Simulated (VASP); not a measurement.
Write the native input for VASP 6.6.1 that does the following.

| Item | Value |
| --- | --- |
| Task | single point |
| Functional | LDA |
| Potentials or basis | VASP PAW LDA potentials, release 64 (Cr_pv) |
| Cutoff | 520 eV |
| k mesh | 16 × 16 × 16 |
| Occupations | fermi-dirac, width 0.01 eV |
| Spin | no spin polarisation |
| Dipole correction | no |
| Further INCAR settings | ALGO = Normal; EDIFF = 1e-07; NBANDS = 12 |

The structure of Cr lies in POSCAR:

```
Cr
1.0
   -1.3942485114      1.3942485114      1.3942485114
    1.3942485114     -1.3942485114      1.3942485114
    1.3942485114      1.3942485114     -1.3942485114
Cr
1
Direct
    0.0000000000      0.0000000000      0.0000000000
```

One way to write it, as run:

INCAR

```
ALGO     = Normal         # electronic algorithm
EDIFF    = 1E-7           # SCF threshold, eV
ENCUT    = 520            # plane-wave cutoff, eV
ISIF     = 2              # what is computed and relaxed
ISMEAR   = -1             # smearing method
LASPH    = True           # aspherical terms in the spheres
LCHARG   = False          # write CHGCAR
LREAL    = False          # projectors in reciprocal space
LWAVE    = False          # write WAVECAR
NBANDS   = 12             # bands
NELM     = 100            # most SCF steps
PREC     = Accurate       # precision mode
SIGMA    = 0.01           # smearing width, eV
```

KPOINTS

```
k-points
0
Gamma
  16 16 16
```

Potentials or basis: VASP PAW LDA potentials, release 64 (Cr_pv).

Command:

```console
$ cat potpaw_LDA.64/Cr_pv/POTCAR > POTCAR
$ mpirun -np 1 vasp_std > vasp.out
```

It gave:

* Pressure: 0.0 GPa
* Band gap on the k mesh: zero (band 6 reaches 14.42 eV, above the bottom of band 7 at 10.72 eV)

Caveat: the run has no spin polarisation, though such a crystal can be magnetic.

Wall time 8.4 s on 1 thread of Intel(R) Xeon(R) Platinum 8488C (Sapphire Rapids), with other jobs on the host, peak memory 0.12 GiB.
